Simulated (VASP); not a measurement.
# Ba (Pm-3m) in VASP: a series of runs

The runs below take Ba through single point, with PBE.

Program: VASP 6.6.1. These are calculated values, not measurements. Logs are shortened: lines on timing, memory, paths and dates and some standing lists are left out, and cuts for length are marked.

**1. The cell of the first run**

Symmetry: Pm-3m, No. 221, cubic system. Conventional cell: a = 2.985 Å, b = 2.985 Å, c = 2.985 Å, α = 90.00°, β = 90.00°, γ = 90.00°. Ba (site symmetry m-3m) has 6 Ba at 2.99 Å within 3.9 Å.

This isn't the form of Ba at room conditions, which is bcc.

**2. Single point, PBE (26.60 Å³/atom)**

The input, POSCAR:

```
Ba
1.0
    2.9851032339      0.0000000000      0.0000000000
    0.0000000000      2.9851032339      0.0000000000
    0.0000000000      0.0000000000      2.9851032339
Ba
1
Direct
    0.0000000000      0.0000000000      0.0000000000
```

The input, INCAR.step1:

```
PREC = Accurate
ENCUT = 520
EDIFF = 1E-6
ISMEAR = -1
SIGMA = 0.08
LREAL = F
LASPH = T
NELM = 80
ALGO = Normal
ISIF = 2
LWAVE = F
LCHARG = T
GGA = PE
NBANDS = 11
```

The input, KPOINTS.step1:

```
regular mesh
0
Gamma
  9 9 9
```

The input, INCAR.step2:

```
PREC = Accurate
ENCUT = 520
EDIFF = 1E-6
ISMEAR = -5
SIGMA = 0.08
LREAL = F
LASPH = T
NELM = 80
ALGO = Normal
ISIF = 2
LWAVE = F
LCHARG = F
GGA = PE
LORBIT = 11
NBANDS = 11
NEDOS = 1001
ICHARG = 11
```

The input, KPOINTS.step2:

```
regular mesh
0
Gamma
  14 14 14
```

Potentials or basis: VASP PAW PBE potentials, release 64 (Ba_sv).

Command:

```sh
> cat potpaw_PBE.64/Ba_sv/POTCAR > POTCAR
> cp INCAR.step1 INCAR
> cp KPOINTS.step1 KPOINTS
> mpirun -np 1 vasp_std > vasp.out
> cp INCAR.step2 INCAR
> cp KPOINTS.step2 KPOINTS
> mpirun -np 1 vasp_std > vasp.out
```

OUTCAR:

```text
PREC = Accurate
   ENCUT = 520
   EDIFF = 1E-6
   ISMEAR = -5
   LREAL = F
   LASPH = T
   NELM = 80
   ISIF = 2
   GGA = PE
   LORBIT = 11
   ICHARG = 11

 ion  position               nearest neighbor table
   1  0.000  0.000  0.000-

  LATTYP: Found a simple cubic cell.
 ALAT       =     2.9851032339

  Lattice vectors:

 A1 = (   2.9851032339,   0.0000000000,   0.0000000000)
 A2 = (   0.0000000000,   2.9851032339,   0.0000000000)
 A3 = (   0.0000000000,   0.0000000000,   2.9851032339)

Analysis of symmetry for initial positions (statically):
=====================================================================
 Subroutine PRICEL returns:
 Original cell was already a primitive cell.

 Routine SETGRP: Setting up the symmetry group for a
 simple cubic supercell.

 Subroutine GETGRP returns: Found 48 space group operations
 (whereof 48 operations were pure point group operations)
 out of a pool of 48 trial point group operations.

The static configuration has the point symmetry O_h .

Analysis of symmetry for dynamics (positions and initial velocities):
=====================================================================
 Subroutine PRICEL returns:
 Original cell was already a primitive cell.

 Routine SETGRP: Setting up the symmetry group for a
 simple cubic supercell.

 Subroutine GETGRP returns: Found 48 space group operations
 (whereof 48 operations were pure point group operations)
 out of a pool of 48 trial point group operations.

The dynamic configuration has the point symmetry O_h .

 Subroutine INISYM returns: Found 48 space group operations
 (whereof 48 operations are pure point group operations),
 and found     1 'primitive' translations

----------------------------------------------------------------------------------------

                                     Primitive cell

  volume of cell :      26.5998

  direct lattice vectors                    reciprocal lattice vectors
     2.985103234  0.000000000  0.000000000     0.334996790  0.000000000  0.000000000
     0.000000000  2.985103234  0.000000000     0.000000000  0.334996790  0.000000000
     0.000000000  0.000000000  2.985103234     0.000000000  0.000000000  0.334996790

  length of vectors
     2.985103234  2.985103234  2.985103234     0.334996790  0.334996790  0.334996790

  position of ions in fractional coordinates (direct lattice)
     0.000000000  0.000000000  0.000000000

  ion indices of the primitive-cell ions
   primitive index   ion index
                 1           1

----------------------------------------------------------------------------------------

 KPOINTS: regular mesh

Automatic generation of k-mesh.
 Grid dimensions read from file:
 generate k-points for:   14   14   14

 Generating k-lattice:

  Cartesian coordinates                     Fractional coordinates (reciprocal lattice)
     0.023928342  0.000000000  0.000000000     0.071428571  0.000000000  0.000000000
     0.000000000  0.023928342  0.000000000     0.000000000  0.071428571  0.000000000
     0.000000000  0.000000000  0.023928342     0.000000000  0.000000000  0.071428571

  Length of vectors
     0.023928342  0.023928342  0.023928342

  Shift w.r.t. Gamma in fractional coordinates (k-lattice)
     0.000000000  0.000000000  0.000000000

 TETIRR: Found   1360 inequivalent tetrahedra from    16464

 Subroutine IBZKPT returns following result:
 ===========================================

 Found    120 irreducible k-points:

 Following reciprocal coordinates:
            Coordinates               Weight
  0.000000  0.000000  0.000000      1.000000
  0.071429  0.000000  0.000000      6.000000
  0.142857  0.000000  0.000000      6.000000
  0.214286  0.000000  0.000000      6.000000
  0.285714  0.000000  0.000000      6.000000
  0.357143  0.000000  0.000000      6.000000
[... 16 lines left out ...]
  0.285714  0.214286  0.000000     24.000000
  0.357143  0.214286  0.000000     24.000000
 [... further k-points ...]
   k-points           NKPTS =    120   k-points in BZ     NKDIM =    120   number of bands    NBANDS=     11
   number of dos      NEDOS =   1001   number of ions     NIONS =      1
   total plane-waves  NPLWV =  13824
   dimension x,y,z NGX =    24 NGY =   24 NGZ =   24
   dimension x,y,z NGXF=    48 NGYF=   48 NGZF=   48
   ions per type =               1
   NGX,Y,Z   is equivalent  to a cutoff of  13.37, 13.37, 13.37 a.u.
   NGXF,Y,Z  is equivalent  to a cutoff of  26.73, 26.73, 26.73 a.u.
 SYSTEM =  unknown system
   PREC   = accura    normal or accurate (medium, high low for compatibility)
   ISTART =      0    job   : 0-new  1-cont  2-samecut
   ICHARG =     11    charge: 1-file 2-atom 10-const
   ISPIN  =      1    spin polarized calculation?
   LNONCOLLINEAR =      F non collinear calculations
   LSORBIT =      F    spin-orbit coupling
   LASPH  =      T    aspherical Exc in radial PAW
   ENCUT  =  520.0 eV  38.22 Ry    6.18 a.u.   5.55  5.55  5.55*2*pi/ulx,y,z
   NELM   =     80;   NELMIN=  2; NELMDL=  0     # of ELM steps
   EDIFF  = 0.1E-05   stopping-criterion for ELM
   LREAL  =      F    real-space projection
   EDIFFG = 0.1E-04   stopping-criterion for IOM
   NSW    =      0    number of steps for IOM
   IBRION =     -1    ionic relax: 0-MD 1-quasi-New 2-CG
   NFREE  =      0    steps in history (QN), initial steepest desc. (CG)
   ISIF   =      2    stress and relaxation
   ISYM   =      2    0-nonsym 1-usesym 2-fastsym
   POTIM  = 0.5000    time-step for ionic-motion
   TEBEG  =    0.0;   TEEND  =   0.0 temperature during run
   PSTRESS=    0.0 pullay stress
   NELECT =      10.0000    total number of electrons
   NUPDOWN=      -1.0000    fix difference up-down
   EMIN   =  10.00;   EMAX   =-10.00  energy-range for DOS
   EFERMI =   0.00;   METHOD = LEGACY
   ISMEAR =    -5;   SIGMA  =   0.08  broadening in eV -4-tet -1-fermi 0-gaus
   EFERMI_NEDOS =   21; number of points for ismear=-14 and -15
   IALGO  =     38    algorithm
   IMIX   =      4    mixing-type and parameters
     AMIX     =   0.40;   BMIX     =  1.00
     AMIX_MAG =   1.60;   BMIX_MAG =  1.00
  volume/ion in A,a.u.               =      26.60       179.50
  Fermi-wavevector in a.u.,A,eV,Ry     =   1.181541  2.232789 18.994267  1.396039
  Thomas-Fermi vector in A             =   2.317812
   LORBIT       =     11    0 simple, 1 ext, 2 COOP (PROOUT), +10 PAW based schemes
   GGA     = PE    functional components
   LHFCALC =     F    Hartree Fock is set to
   AEXX    =    0.0000 exact exchange contribution
   IVDW    =     0    specifies the selected vdW correction
   LEPSILON=     F    determine dielectric tensor
   LRPA    =     F    only Hartree local field effects (RPA)
 non-spin polarized calculation
 Fermi weights with tetrahedron method with Bloechl corrections
  energy-cutoff  :      520.00
  volume of cell :       26.60
 maximum number of plane-waves:       739
 NGX is ok and might be reduce to    24

 number of electron      10.0000001 magnetization

 Free energy of the ion-electron system (eV)
  ---------------------------------------------------
  ext. energy  EPLUGINS =         0.00000000
  ---------------------------------------------------
  free energy    TOTEN  =         0.06627707 eV

  energy without entropy =        0.06627707  energy(sigma->0) =        0.06627707

 E-fermi :   6.1333     XC(G=0): -10.7323

 val. band max:        6.1439139940   @ k =   0.2143   0.2143   0.0714
 cond. band min:       6.0919075931   @ k =   0.2857   0.0714   0.0000
 fundamental gap:     -0.0520064009
 Fermi energy:         6.1332687750

 k-point     1 :       0.0000    0.0000    0.0000
  band No.  band energies     occupation
      1     -23.8704      2.00000
      2      -5.9915      2.00000
      3      -5.9915      2.00000
      4      -5.9915      2.00000
      5       4.4423      2.00000
      6       4.7223      2.00000
      7       4.7223      2.00000
      8      16.6943      0.00000
      9      16.6943      0.00000
     10      16.6943      0.00000
     11      20.1864      0.00000

 k-point     2 :       0.0714    0.0000    0.0000
  band No.  band energies     occupation
      1     -23.8306      2.00000
      2      -6.3605      2.00000
      3      -5.9621      2.00000
      4      -5.9621      2.00000
      5       4.5811      2.00000
      6       4.7767      2.00000
      7       5.1988      2.06926
      8      15.9286      0.00000
      9      15.9286      0.00000
     10      16.7354      0.00000
     11      19.4639      0.00000

 k-point     3 :       0.1429    0.0000    0.0000
  band No.  band energies     occupation
      1     -23.7163      2.00000
      2      -7.2668      2.00000
      3      -5.8784      2.00000
      4      -5.8784      2.00000
      5       4.8290      2.00000
      6       4.9349      2.00000
      7       6.5679      0.25574
      8      14.5161      0.00000
      9      14.5161      0.00000
     10      16.8534      0.00000
     11      18.0946      0.00000

 k-point     4 :       0.2143    0.0000    0.0000
  band No.  band energies     occupation
      1     -23.5435      2.00000
      2      -8.3663      2.00000
      3      -5.7534      2.00000
      4      -5.7534      2.00000
      5       5.1805      2.00000
      6       5.2068      2.01348
      7       8.3367      0.00000
      8      13.1172      0.00000
      9      13.1172      0.00000
     10      16.8655      0.00000
     11      17.0322      0.00000

 k-point     5 :       0.2857    0.0000    0.0000
  band No.  band energies     occupation
      1     -23.3396      2.00000
      2      -9.4154      2.00000
      3      -5.6089      2.00000
      4      -5.6089      2.00000
      5       5.4817      2.05881
      6       5.7105      2.08127
      7       9.8587      0.00000
      8      11.9210      0.00000
      9      11.9210      0.00000
     10      16.3793      0.00000
     11      17.2442      0.00000
[... 211 lines left out ...]
 k-point    21 :       0.5000    0.1429    0.0000
  band No.  band energies     occupation
      1     -22.7945      2.00000
      2     -10.8542      2.00000
      3      -6.5027      2.00000
      4      -5.2342      2.00000
      5       6.7311      0.15703
      6       6.7384      0.00000
      7       8.7200      0.00000
      8      10.4664      0.00000
      9      12.0650      0.00000
     10      15.8007      0.00000
     11      17.4640      0.00000

 k-point    22 :       0.2143    0.2143    0.0000
  band No.  band energies     occupation
      1     -23.2188      2.00000
      2      -8.1035      2.00000
      3      -8.0356      2.00000
      4      -5.5209      2.00000
      5       5.7082      2.14453
      6       7.3180      0.00000
      7       9.2172      0.00000
      8      10.9794      0.00000
      9      13.1910      0.00000
     10      14.0106      0.00000
     11      17.7234      0.00000

 k-point    23 :       0.2857    0.2143    0.0000
  band No.  band energies     occupation
      1     -23.0163      2.00000
      2      -9.1043      2.00000
      3      -7.8851      2.00000
      4      -5.3801      2.00000
      5       5.9741      1.92144
      6       6.8385      0.00000
      7      10.0099      0.00000
      8      11.8352      0.00000
      9      12.3174      0.00000
     10      13.9739      0.00000
     11      17.0771      0.00000

 k-point    24 :       0.3571    0.2143    0.0000
  band No.  band energies     occupation
      1     -22.8212      2.00000
      2      -9.9437      2.00000
      3      -7.7100      2.00000
      4      -5.2477      2.00000
      5       5.7882      1.99608
      6       6.7320      0.00000
      7      10.2900      0.00000
      8      11.4589      0.00000
      9      12.7935      0.00000
     10      14.2028      0.00000
     11      17.3263      0.00000

 [... further k-points ...]

------------------------ aborting loop because EDIFF is reached ----------------------------------------

  FORCE on cell =-STRESS in cart. coord.  units (eV):
  Direction    XX          YY          ZZ          XY          YZ          ZX
  --------------------------------------------------------------------------------------
  -------------------------------------------------------------------------------------
  Total        5.3425798      5.3425798      5.3425798      0.0000000     -0.0000000     -0.0000000
  in kB      321.7981414    321.7981414    321.7981414      0.0000000     -0.0000000     -0.0000000
  external PRESSURE =     321.7981414 kB  Pullay stress =       0.0000000 kB

 VOLUME and BASIS-vectors are now :
 -----------------------------------------------------------------------------
  energy-cutoff  :      520.00
  volume of cell :       26.60
      direct lattice vectors                 reciprocal lattice vectors
     2.985103234  0.000000000  0.000000000     0.334996790  0.000000000  0.000000000
     0.000000000  2.985103234  0.000000000     0.000000000  0.334996790  0.000000000
     0.000000000  0.000000000  2.985103234     0.000000000  0.000000000  0.334996790

 POSITION                                       TOTAL-FORCE (eV/Angst)
 -----------------------------------------------------------------------------------
      0.00000      0.00000      0.00000         0.000000      0.000000      0.000000
 -----------------------------------------------------------------------------------
    total drift:                                0.000000     -0.000000      0.000000

  FREE ENERGIE OF THE ION-ELECTRON SYSTEM (eV)
  ---------------------------------------------------
  free  energy   TOTEN  =         0.0662770664 eV

  energy  without entropy=        0.0662770664  energy(sigma->0) =        0.06627707

 total charge

# of ion       s       p       d       tot
------------------------------------------
    1        2.022   5.491   1.111   8.625
```

Wall time 36 s (1 thread of Intel Xeon 8259CL, shared host); peak memory 0.16 GiB.

Results:

```
Valence electrons inside the program's atomic spheres : Ba 8.62
```

Levels at points of the mesh, in eV from the Fermi level:
| k point | band 1 | band 2 | band 3 | band 4 | band 5 | band 6 | band 7 | band 8 | band 9 | band 10 |
| --- | --- | --- | --- | --- | --- | --- | --- | --- | --- | --- |
| (0.00, 0.00, 0.00) | -30.00 | -12.12 | -12.12 | -12.12 | -1.69 | -1.41 | -1.41 | 10.56 | 10.56 | 10.56 |
| (0.50, 0.00, 0.00) | -29.08 | -17.14 | -11.47 | -11.47 | -0.02 | 1.04 | 3.62 | 4.12 | 4.12 | 9.09 |
| (0.50, 0.50, 0.00) | -28.17 | -16.21 | -16.21 | -10.87 | -4.03 | 2.19 | 5.54 | 5.54 | 8.21 | 8.21 |
| (0.50, 0.50, 0.50) | -27.28 | -15.38 | -15.38 | -15.38 | -1.97 | -1.97 | -1.97 | 3.80 | 15.72 | 15.72 |

Caveat: spin-orbit coupling is left out, which moves the levels of the heavy elements.

(Part 1 of 2 ends here.)
